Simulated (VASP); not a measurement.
Here is a VASP 6.6.1 calculation.

File INCAR:

```
SYSTEM = Ag
ALGO = Normal ; EDIFF = 1E-6
ENCUT = 520 ; GGA = PE
ISIF = 2 ; ISMEAR = 0
LASPH = .TRUE. ; LCHARG = .FALSE.
LREAL = .FALSE. ; LWAVE = .FALSE.
NBANDS = 12 ; NELM = 100
PREC = Accurate ; SIGMA = 0.1
```

File KPOINTS:

```
k-points
0
G
  18 18 18
  0 0 0
```

The input POSCAR:

```
Ag
1.0
    0.0000000000      1.9768349286      1.9768349286
    1.9768349286      0.0000000000      1.9768349286
    1.9768349286      1.9768349286      0.0000000000
Ag
1
Direct
    0.0000000000      0.0000000000      0.0000000000
```

Potentials or basis: VASP PAW PBE potentials, release 64 (Ag).

Run with:

```sh
$ cat potpaw_PBE.64/Ag/POTCAR > POTCAR
$ mpirun -np 1 vasp_std > vasp.out
```

Task: Predict the pressure.

Result: 19.6 GPa.
